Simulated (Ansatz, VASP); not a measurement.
## Two plane-wave programs on CO2

The input INCAR:

```
SYSTEM = CO2
PREC = Accurate ; ENCUT = 520
EDIFF = 1E-6 ; ISMEAR = 0
SIGMA = 0.05 ; LREAL = .False.
LASPH = .True. ; NELM = 100
ALGO = Normal ; ISIF = 2
LWAVE = .False. ; LCHARG = .False.
GGA = PE ; NBANDS = 44
```

Contents of KPOINTS:

```
regular mesh
0
Gamma
  4 4 4
  0 0 0
```

File POSCAR:

```
CO2
1.0
    5.9278669716      0.0000000000      0.0000000000
    0.0000000000      5.9278669716      0.0000000000
    0.0000000000      0.0000000000      6.5283598958
C O
4 8
Direct
    0.0000000000      0.0000000000      0.0000000000
    0.5000000000      0.0000000000      0.5000000000
    0.5000000000      0.5000000000      0.0000000000
    0.0000000000      0.5000000000      0.5000000000
    0.1114834447      0.1114834447      0.1114834447
    0.3885165553      0.8885165553      0.6114834447
    0.6114834447      0.3885165553      0.8885165553
    0.8885165553      0.6114834447      0.3885165553
    0.8885165553      0.8885165553      0.8885165553
    0.6114834447      0.1114834447      0.3885165553
    0.3885165553      0.6114834447      0.1114834447
    0.1114834447      0.3885165553      0.6114834447
```

Input for Ansatz:

```yaml
crystal:
  lattice:
    - [5.9278669716, 0.0, 0.0]
    - [0.0, 5.9278669716, 0.0]
    - [0.0, 0.0, 6.5283598958]
  atoms:
    - { symbol: C, position: [0.0, 0.0, 0.0] }
    - { symbol: C, position: [0.5, 0.0, 0.5] }
    - { symbol: C, position: [0.5, 0.5, 0.0] }
    - { symbol: C, position: [0.0, 0.5, 0.5] }
    - { symbol: O, position: [0.1114834447, 0.1114834447, 0.1114834447] }
    - { symbol: O, position: [0.3885165553, 0.8885165553, 0.6114834447] }
    - { symbol: O, position: [0.6114834447, 0.3885165553, 0.8885165553] }
    - { symbol: O, position: [0.8885165553, 0.6114834447, 0.3885165553] }
    - { symbol: O, position: [0.8885165553, 0.8885165553, 0.8885165553] }
    - { symbol: O, position: [0.6114834447, 0.1114834447, 0.3885165553] }
    - { symbol: O, position: [0.3885165553, 0.6114834447, 0.1114834447] }
    - { symbol: O, position: [0.1114834447, 0.3885165553, 0.6114834447] }
basis:
  ecutwfc: 520.0
kpoints:
  mp_grid: { grid: [4, 4, 4] }
hamiltonian:
  xc: pbe
scf:
  occupations: { method: gaussian, width: 0.05 }
output:
  forces: true
  stress: true
  eigenvalues: true
```

Alike in both runs: task single point; functional PBE; k mesh 4 × 4 × 4; occupations gaussian, width 0.05 eV; no spin polarisation.

|  | VASP | Ansatz |
| --- | --- | --- |
| version | VASP 6.6.1 | Ansatz 0.2.0 |
| potentials or method | VASP PAW PBE potentials, release 64 (C, O), cutoff 520 eV | scalar-relativistic, plane waves, PAW |
| valence electrons in the cell | 64 | 64 |

|  | VASP | Ansatz | Ansatz less VASP |
| --- | --- | --- | --- |
| gap on the k mesh at the Fermi level (eV) | 6.44 | 6.46 | +0.016 |
| least direct gap on the mesh (eV) | 6.44 | 6.46 | +0.016 |
| pressure (GPa) | -2.1 | -3.2 | -1.06 |
| traceless stress, the component that is largest in VASP (GPa) | -0.45 | -0.60 | -0.158 |
| rms of the force components (eV/Å) | 0.406 | 0.675 | +0.2691 |

Atom by atom the forces differ by 0.269 eV/Å (rms over components). One of these differences is far larger than is usual between the two programs; its cause wasn't traced.

Noted on VASP's run: the standard files for N, O and F lose accuracy on very short bonds.
